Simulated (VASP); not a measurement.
**Si: single point with LDA**

Slab: Si, a slab with vacuum.

```
Si
1.0
     3.81951    0.00000    0.00000
     0.00000    3.81951    0.00000
     0.00000    0.00000   21.06453
Si
5
Cartesian
  0.0000 1.9098 4.0000
  0.0000 0.0000 5.3504
  1.9098 0.0000 6.7466
  1.9098 1.9098 8.0645
  3.3421 3.3421 9.1045
```

```json
{"Program": "VASP 6.6.1", "Task": "single point", "Functional": "LDA", "Potentials or basis": "VASP PAW LDA potentials, release 64 (Si)", "Cutoff": "520 eV", "k mesh": "7 × 7 × 1", "Occupations": "gaussian, width 0.05 eV", "Spin": "collinear spin", "Starting moments": "[0.0, 0.0, 0.0, 0.0, 2.0] μB"}
```

| Property | Result |
| --- | --- |
| Largest force | 1.279 eV/Å |
| Band gap on the k mesh | zero (filled and empty bands overlap) |
| Net moment | 0.00 μB per cell |
| Valence electrons inside the program's atomic spheres | Si 1.60, 1.69, 1.67, 1.56 |

Forces in eV/Å, atoms in the order of the input:
```
Si  -0.070  0.084  0.140
Si   0.022 -0.032 -0.080
Si   0.093  0.318 -0.539
Si  -0.894 -0.392  0.827
Si   0.848  0.022 -0.348
```

Levels at points of the mesh, in eV from the Fermi level:
Spin up:
```csv
k point,band 8,band 9,band 10,band 11,band 12,band 13
"(0.00, 0.00, 0.00)",-1.10,-0.43,-0.24,0.53,0.86,2.06
```
Spin down:
```
           k point  band 8  band 9  band 10  band 11  band 12  band 13
(0.00, 0.00, 0.00)   -1.10   -0.43    -0.24     0.53     0.86     2.06
```

Run time: 4 min on 1 thread of Intel(R) Xeon(R) 6975P-C (Granite Rapids) (shared host), peak memory 0.43 GiB.
